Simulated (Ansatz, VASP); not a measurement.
# WS2: VASP beside Ansatz

```
S W
1.0
     3.15978    0.00000    0.00000
    -1.57989    2.73645    0.00000
     0.00000    0.00000   23.80355
S W
4 2
Direct
  0.33333 0.66667 0.18905
  0.33333 0.66667 0.32146
  0.00000 0.00000 0.45967
  0.00000 0.00000 0.59208
  0.66667 0.33333 0.25525
  0.66667 0.33333 0.52587
```

Alike in both runs: task single point; functional PBE; dispersion D3(BJ); k mesh 9 × 9 × 1; occupations gaussian, width 0.05 eV; no spin polarisation.

```csv
,VASP,Ansatz
version,VASP 6.6.1,Ansatz 0.2.0
potentials or method,"VASP PAW PBE potentials, release 64 (S, W_sv), cutoff 520 eV","scalar-relativistic, plane waves, PAW"
valence electrons in the cell,52,52
```

```tsv
	VASP	Ansatz	Ansatz less VASP
gap on the k mesh at the Fermi level (eV)	1.69	1.67	-0.014
least direct gap on the mesh (eV)	1.91	1.92	+0.001
rms of the force components (eV/Å)	0.021	0.021	-0.0001
```

Ansatz's warnings: xc potential rough in thin density.

Spin-orbit coupling is off throughout.
